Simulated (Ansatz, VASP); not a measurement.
Two plane-wave programs on AlN

```
CELL_PARAMETERS angstrom
0.00000 2.18399 2.18399
2.18399 0.00000 2.18399
2.18399 2.18399 0.00000
ATOMIC_POSITIONS crystal
Al 0.00000 0.00000 0.00000
N 0.75000 0.75000 0.75000
```

Alike in both runs: task single point; functional PBEsol; k mesh 4 × 4 × 4; no spin polarisation.

|  | VASP | Ansatz |
| --- | --- | --- |
| version | VASP 6.6.1 | Ansatz 0.2.0 |
| potentials or method | VASP PAW PBE potentials, release 64 (Al, N) | plane waves, PAW |
| plane-wave cutoff (eV) | 520 | 420 |
| occupations | gaussian, width 0.01 eV | fixed |
| valence electrons in the cell | 8 | 8 |

```tsv
	VASP	Ansatz	Ansatz less VASP
gap on the k mesh at the Fermi level (eV)	3.16	3.17	+0.009
```

VASP's potentials were made for PBE, not for PBEsol.

The k mesh is coarse, so the values compare programs but aren't converged.
